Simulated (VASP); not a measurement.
A run of VASP 6.6.1 is set up as follows.

INCAR

```
  PREC = Accurate
  ENCUT = 520
  EDIFF = 1E-6
  ISMEAR = 1
  SIGMA = 0.05
  LREAL = F
  LASPH = T
  NELM = 80
  ALGO = Normal
  ISIF = 2
  LWAVE = F
  LCHARG = F
  GGA = PS
  NBANDS = 9
```

The input KPOINTS:

```
regular mesh
0
Gamma
  14 14 14
```

File POSCAR:

```
Se
1.0
    1.9250000000      1.1113992700      0.8816666700
   -1.9250000000      1.1113992700      0.8816666700
    0.0000000000     -2.2227985400      0.8816666700
Se
1
Direct
    0.0000000000      0.0000000000      0.0000000000
```

Potentials or basis: VASP PAW PBE potentials, release 64 (Se).

Run with:

```bash
$ cat potpaw_PBE.64/Se/POTCAR > POTCAR
$ mpirun -np 1 vasp_std > vasp.out
```

(1) Estimate the pressure.

(2) Estimate the band gap on the k mesh.

Answers

(1) 151.8 GPa.

(2) zero (band 3 reaches 22.52 eV, above the bottom of band 4 at 8.29 eV).

Caveat: the PAW data sets were made with another functional, which shifts forces and pressure a little.
